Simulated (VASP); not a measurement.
Write the native input for VASP 6.6.1 that does the following.

- Task: single point
- Functional: LDA
- Potentials or basis: VASP PAW LDA potentials, release 64 (Tl_d)
- Cutoff: 520 eV
- k mesh: 9 × 9 × 5
- Occupations: fermi-dirac, width 0.05 eV
- Spin: no spin polarisation
- Dipole correction: no
- Further INCAR settings: ALGO = Normal; EDIFF = 1e-07; NBANDS = 20

The structure of Tl lies in POSCAR:

```
Tl
1.0
    3.2420075781      0.0000000000      0.0000000000
   -1.6210037891      2.8076609219      0.0000000000
    0.0000000000      0.0000000000      5.4792576385
Tl
2
Direct
    0.6666666667      0.3333333333      0.7500000000
    0.3333333333      0.6666666667      0.2500000000
```

One way to write it, as run:

INCAR

```
PREC = Accurate
ENCUT = 520
EDIFF = 1E-7
ISMEAR = -1
SIGMA = 0.05
LREAL = F
LASPH = T
NELM = 100
ALGO = Normal
ISIF = 2
LWAVE = F
LCHARG = T
GGA = CA
LELF = T
LVHAR = T
NBANDS = 20
```

KPOINTS

```
Automatic mesh
0
Gamma
  9 9 5
```

Potentials or basis: VASP PAW LDA potentials, release 64 (Tl_d).

Launch:

```console
$ cat potpaw_LDA.64/Tl_d/POTCAR > POTCAR
$ mpirun -np 1 vasp_std > vasp.out
```

Results of the run:

The pressure is 5.1 GPa and the band gap on the k mesh is zero (bands 13 and 14 overlap by 3.93 eV).

Caveat: the cell stands under pressure; spin-orbit coupling is left out, which moves the levels of the heavy elements.

It took 23 s on 1 thread of Intel(R) Xeon(R) Platinum 8175M CPU @ 2.50GHz (Skylake/Cascade Lake), on a shared host, peak memory 0.16 GiB.
